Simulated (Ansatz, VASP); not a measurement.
## Ge in VASP and in Ansatz

The input INCAR:

```
SYSTEM = Ge
PREC = Accurate
ENCUT = 520
EDIFF = 1E-6
ISMEAR = 0
SIGMA = 0.1
LREAL = .False.
LASPH = .True.
NELM = 80
ALGO = Normal
ISIF = 2
LWAVE = .False.
LCHARG = .True.
LDIPOL = .True.
IDIPOL = 3
DIPOL = 0.5 0.5 0.500
GGA = PE
IVDW = 12
LELF = .True.
LVHAR = .True.
LVACPOTAV = .True.
NBANDS = 21
```

Contents of KPOINTS:

```
Automatic mesh
0
Gamma
  12 12 1
  0 0 0
```

The input POSCAR:

```
Ge
1.0
    4.0300000000      0.0000000000      0.0000000000
   -2.0150000000      3.4900823773      0.0000000000
    0.0000000000      0.0000000000     28.0000000000
Ge
2
Direct
    0.3333333333      0.6666666667      0.5104821429
    0.6666666667      0.3333333333      0.4895178571
```

Input for Ansatz:

```yaml
crystal:
  lattice:
    - [4.03, 0.0, 0.0]
    - [-2.015, 3.4900823773, 0.0]
    - [0.0, 0.0, 28.0]
  atoms:
    - { symbol: Ge, position: [0.3333333333, 0.6666666667, 0.5104821429] }
    - { symbol: Ge, position: [0.6666666667, 0.3333333333, 0.4895178571] }
  periodic: [true, true, false]
basis:
  ecutwfc: 420
kpoints:
  mp_grid: { grid: [12, 12, 1] }
hamiltonian:
  xc: pbe
  pseudopotentials: { kind: paw, azcp: { folder: soft_1 } }
  dispersion: d3bj
scf:
  occupations: { method: gaussian, width: 0.1 }
output:
  forces: true
  stress: true
  eigenvalues: true
```

Alike in both runs: task single point; functional PBE; dispersion D3(BJ); k mesh 12 × 12 × 1; occupations gaussian, width 0.1 eV; no spin polarisation.

|  | VASP | Ansatz |
| --- | --- | --- |
| version | VASP 6.6.1 | Ansatz 0.2.0 |
| potentials or method | VASP PAW PBE potentials, release 64 (Ge_d), cutoff 520 eV | scalar-relativistic, plane waves, PAW |
| valence electrons in the cell | 28 | 28 |

|  | VASP | Ansatz | Ansatz less VASP |
| --- | --- | --- | --- |
| gap on the k mesh at the Fermi level (eV) | none | none | - |
| rms of the force components (eV/Å) | 0.185 | 0.185 | -0.0006 |
| work function, face that differs most (eV) | 4.45 | 4.45 | 0.000 |

Atom by atom the forces differ by 0.001 eV/Å (rms over components). A gap of «none» marks a metal or a gap that the smearing closes.
